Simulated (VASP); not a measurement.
Wanted: the native input for a VASP 6.6.1 run.

```
Task                   : relaxation of cell and atoms
Functional             : PBE
Potentials or basis    : VASP PAW PBE potentials, release 64 (Ti_sv, Te, Mo_sv)
Cutoff                 : 500 eV
k mesh                 : 6 × 6 × 10
Occupations            : gaussian, width 0.1 eV
Spin                   : no spin polarisation
Dipole correction      : no
Further INCAR settings : ALGO = Normal; EDIFF = 1e-07; IBRION = 2; EDIFFG = -0.01; NSW = 100; ISIF = 3
```

The structure of Ti3Te3Mo2 lies in POSCAR:

```
Ti3Te3Mo2
1.0
    7.4645968080      0.0000000000      0.0000000000
   -3.7322984040      6.4645304647      0.0000000000
    0.0000000000      0.0000000000      3.4735773116
Ti Te Mo
3 3 2
Direct
    0.4405852536      0.0000000000      0.5000000000
    0.5594147464      0.5594147464      0.5000000000
    0.0000000000      0.4405852536      0.5000000000
    0.7345802669      0.0000000000      0.0000000000
    0.2654197331      0.2654197331      0.0000000000
    0.0000000000      0.7345802669      0.0000000000
    0.3333333333      0.6666666667      0.0000000000
    0.6666666667      0.3333333333      0.0000000000
```

The cell was built from a structure type or drawn by symmetry, and may not be a known phase.

These files were run (other wordings do the same):

INCAR

```
ALGO     = Normal         # electronic algorithm
EDIFF    = 1E-7           # SCF threshold, eV
EDIFFG   = -0.01          # ionic threshold
ENCUT    = 500            # plane-wave cutoff, eV
GGA      = PE             # functional
GGA_COMPAT= F            
IBRION   = 2              # ionic algorithm
ISIF     = 3              # what is computed and relaxed
ISMEAR   = 0              # smearing method
LASPH    = T              # aspherical terms in the spheres
LCHARG   = F              # write CHGCAR
LREAL    = F              # projectors in reciprocal space
LWAVE    = F              # write WAVECAR
NELM     = 120            # most SCF steps
NELMIN   = 4            
NSW      = 100            # ionic steps
PREC     = Accurate       # precision mode
SIGMA    = 0.1            # smearing width, eV
```

KPOINTS

```
k-points
0
Gamma
  6 6 10
```

Potentials or basis: VASP PAW PBE potentials, release 64 (Ti_sv, Te, Mo_sv).

The run is started by

```bash
$ cat potpaw_PBE.64/Ti_sv/POTCAR potpaw_PBE.64/Te/POTCAR potpaw_PBE.64/Mo_sv/POTCAR > POTCAR
$ mpirun -np 1 vasp_std > vasp.out
```

It gave:

* Relaxed volume: 20.88 Å³/atom
* Relaxed cell: a = 7.467 Å, b = 7.467 Å, c = 3.460 Å, α = 90.00°, β = 90.00°, γ = 120.00°
* Space group after relaxing (to 0.1 Å): P-62m (No. 189)
* Energy gained by relaxing: 0.2 meV/atom
* Ionic steps: 4
* Pressure after relaxing: 0.0 GPa
* Largest force after relaxing: 0.009 eV/Å
* Band gap on the k mesh: zero (bands 41 and 42 overlap by 1.08 eV)

Caveat: spin-orbit coupling is left out, which moves the levels of the heavy elements.

It took 44 min on 1 thread of Intel Xeon 8259CL, with other jobs on the host, peak memory 0.48 GiB.
